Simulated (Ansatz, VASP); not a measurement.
# ScAlSbP3: VASP beside Ansatz

```xyz
6
Lattice="6.0937 0.0000 0.0000 -3.0469 5.2773 0.0000 0.0000 0.0000 3.8457" Properties=species:S:1:pos:R:3 pbc="T T T"
Sc    0.0000    0.0000    0.0000
Al    3.0469    1.7591    0.0000
Sb    0.0000    3.5182    0.0000
P    -1.6927    2.5409    1.9228
P     1.6927    2.5409    1.9228
P     0.0000    5.4728    1.9228
```

Change from the starting cell: species swapped into the YSiBRh3 type (P-6m2, No. 187).

Alike in both runs: functional PBE; k mesh 3 × 3 × 4; occupations gaussian, width 0.1 eV; no spin polarisation.

Ansatz relaxed the structure, and its values are those at the end. VASP's run is a single point on that final structure, the one shown.

|  | VASP | Ansatz |
| --- | --- | --- |
| version | VASP 6.6.1 | Ansatz 0.2.0 |
| potentials or method | VASP PAW PBE potentials, release 64 (Sc_sv, Al, Sb, P), cutoff 520 eV | scalar-relativistic, plane waves, PAW |
| valence electrons in the cell | 34 | 44 |

Ansatz gave:

- gap on the k mesh at the Fermi level (eV): none
- pressure (GPa): 0.1
- rms of the force components (eV/Å): 0.008

Task: Estimate VASP's values.

Result: gap on the k mesh at the Fermi level (eV): none; pressure (GPa): 0.1; rms of the force components (eV/Å): 0.012.

A gap of «none» marks a metal or a gap that the smearing closes. VASP's potentials hold 34 valence electrons a cell and Ansatz's 44, so a difference there can come from the potentials and not from the codes.

The k mesh is coarse, so the values compare programs but aren't converged. Neither program's run includes spin-orbit coupling.
